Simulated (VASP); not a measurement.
## LiCl: single point with r2SCAN+rVV10

Crystal: LiCl.

```
Cl Li
1.0
     0.00000    2.56477    2.56477
     2.56477    0.00000    2.56477
     2.56477    2.56477    0.00000
Cl Li
1 1
Direct
  0.50000 0.50000 0.50000
  0.00000 0.00000 0.00000
```

- Program: VASP 6.6.1
- Task: single point
- Functional: r2SCAN
- Dispersion: rVV10
- Potentials or basis: VASP PAW PBE potentials, release 64 (Cl, Li_sv)
- Cutoff: 520 eV
- k mesh: 9 × 9 × 9
- Occupations: fermi-dirac, width 0.15 eV
- Spin: no spin polarisation
- Dipole correction: no
- Further INCAR settings: ALGO = Normal; EDIFF = 1e-06; NBANDS = 12

* Band gap on the k mesh: 7.22 eV, direct

Levels at points of the mesh, in eV from the valence-band top:
```tsv
k point	band 3	band 4	band 5	band 6	band 7	band 8
(0.00, 0.00, 0.00)	0.00	0.00	0.00	7.22	12.62	12.62
```

Wall time 99 s on 1 thread of Intel(R) Xeon(R) Platinum 8488C (Sapphire Rapids) (shared host), peak memory 0.26 GiB.

 A k mesh can miss the band edges.
